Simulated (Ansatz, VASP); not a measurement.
## One calculation of GaN, two programs

```
Ga N
1.0
     0.00000    2.22304    2.22304
     2.22304    0.00000    2.22304
     2.22304    2.22304    0.00000
Ga N
1 1
Direct
  0.00000 0.00000 0.00000
  0.25000 0.25000 0.25000
```

Alike in both runs: task single point; functional r2SCAN; dispersion D4; k mesh 10 × 10 × 10; occupations fermi-dirac, width 0.05 eV; no spin polarisation.

|  | VASP | Ansatz |
| --- | --- | --- |
| version | VASP 6.6.1 | Ansatz 0.2.0 |
| potentials or method | VASP PAW PBE potentials, release 64 (Ga_d, N_h) | Ansatz PAW |
| plane-wave cutoff (eV) | 910 | 500 |
| valence electrons in the cell | 18 | 18 |

VASP gave:

```
gap on the k mesh at the Fermi level (eV) : 2.39
least direct gap on the mesh (eV)         : 2.39
```

Question: Which values does Ansatz return?

Answer: gap on the k mesh at the Fermi level (eV): 2.40; least direct gap on the mesh (eV): 2.40.

VASP's potentials were made for PBE, not for r2SCAN.

Noted on VASP's run: the cutoff is short for stress, so the pressure is rough.
